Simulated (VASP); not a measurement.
**SnO2 (rutile type): single point with PBE**

The system is SnO2 (rutile type).

```
Sn O
1.0
     4.61309    0.00000    0.00000
     0.00000    4.61309    0.00000
     0.00000    0.00000    3.17298
Sn O
2 4
Direct
  0.00000 0.00000 0.00000
  0.50000 0.50000 0.50000
  0.30529 0.30529 0.00000
  0.69471 0.69471 0.00000
  0.80529 0.19471 0.50000
  0.19471 0.80529 0.50000
```

```yaml
Program: VASP 6.6.1
Task: single point
Functional: PBE
Potentials_or_basis: VASP PAW PBE potentials, release 64 (Sn_d, O)
Cutoff: 520 eV
k_mesh: 7 × 7 × 11
Occupations: fermi-dirac, width 0.05 eV
Spin: no spin polarisation
```

```yaml
Pressure: 25.8 GPa
Largest_force: 0.014 eV/Å
Band_gap_on_the_k_mesh: 1.87 eV
```

Forces in eV/Å, atoms in the order of the input:
```
Sn   0.000  0.000  0.000
Sn   0.000  0.000  0.000
O   -0.010 -0.010  0.000
O    0.010  0.010  0.000
O   -0.010  0.010  0.000
O    0.010 -0.010  0.000
```

Stress tensor (GPa, compression positive):
```
25.71  0.00  0.00
 0.00 25.71  0.00
 0.00  0.00 26.05
```

Levels at points of the mesh, in eV from the valence-band top:
```tsv
k point	band 22	band 23	band 24	band 25	band 26	band 27	band 28	band 29	band 30	band 31
(0.00, 0.00, 0.00)	-1.25	-1.25	-0.81	-0.81	0.00	1.87	6.49	6.49	6.54	10.79
```

Wall time 2.9 min on 1 thread of Intel Xeon 8259CL (shared host), peak memory 0.25 GiB.

Caveat: the cell stands under pressure; spin-orbit coupling is left out, which moves the levels of the heavy elements.
